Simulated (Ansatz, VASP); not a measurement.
# Two plane-wave programs on SiGe2

```xyz
3
Lattice="2.9374 0.0000 0.0000 -1.4687 2.5439 0.0000 0.0000 0.0000 7.1951" Properties=species:S:1:pos:R:3 pbc="T T T"
Si    0.0000    0.0000    3.5976
Ge    1.4687    0.8480    5.9960
Ge    0.0000    1.6959    1.1992
```

Alike in both runs: task single point; functional PBE; k mesh 6 × 6 × 4; occupations gaussian, width 0.1 eV; no spin polarisation.

|  | VASP | Ansatz |
| --- | --- | --- |
| version | VASP 6.6.1 | Ansatz 0.2.0 |
| potentials or method | VASP PAW PBE potentials, release 64 (Si, Ge_d), cutoff 520 eV | scalar-relativistic, plane waves, PAW |
| valence electrons in the cell | 32 | 32 |

```tsv
	VASP	Ansatz	Ansatz less VASP
gap on the k mesh at the Fermi level (eV)	none	none	-
pressure (GPa)	2.1	2.1	0.00
traceless stress, the component that is largest in VASP (GPa)	-1.39	-1.38	+0.011
rms of the force components (eV/Å)	0.181	0.180	-0.0014
```

Atom by atom the forces differ by 0.001 eV/Å (rms over components). A gap of «none» marks a metal or a gap that the smearing closes. With one functional, cell and mesh, what is left measures potentials, basis and numerics.

The k mesh is coarse, so the values compare programs but aren't converged.
